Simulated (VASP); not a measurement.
Runs of VASP 6.6.1 on CaSe. The structure is that of space group P4/mmm (No. 123), or close to it. The cells are those of the table. The cell was generated, and may not be a known phase.

| task | cell | k mesh | cutoff (eV) | smearing | gap on the mesh (eV) | pressure (GPa) | relaxed volume (Å³/atom) |
| --- | --- | --- | --- | --- | --- | --- | --- |
| single point | a = 7.417, b = 7.417, c = 5.277 Å, 2 atoms | 6 × 6 × 6 | 520 | gaussian 0.02 eV | 2.09 | 0.0 | - |
| relaxation of cell and atoms | relaxed from a = 5.738, b = 5.738, c = 5.261 Å, 2 atoms | 6 × 6 × 6 | 600 | gaussian 0.02 eV | (a) | 0.0 | 158.53 |
| relaxation of cell and atoms | relaxed from a = 7.417, b = 7.417, c = 5.277 Å, 2 atoms | 4 × 4 × 6 | 600 | gaussian 0.02 eV | 2.28 | 0.0 | (b) |
| single point | a = 7.417, b = 7.417, c = 5.277 Å, 2 atoms | 4 × 4 × 6 | 520 | gaussian 0.02 eV | 2.09 | 0.0 | - |
| single point | a = 5.738, b = 5.738, c = 5.261 Å, 2 atoms | 6 × 6 × 4 | 520 | gaussian 0.1 eV | 1.42 | 0.2 | - |

Alike in all rows: level PBE; potentials or basis VASP PAW PBE potentials, release 64 (Ca_sv, Se); no spin polarisation.

Question: Estimate the missing entries.

Answer: (a) 2.16; (b) 195.97.

Caveats: the volume moved by over 15 % at a fixed basis, so the end points are rough (at least some runs); the relaxation moved the vacuum too, so the length across it says nothing of the material (at least some runs).

A k mesh can miss the band edges, and the runs leave out spin-orbit coupling on Se.
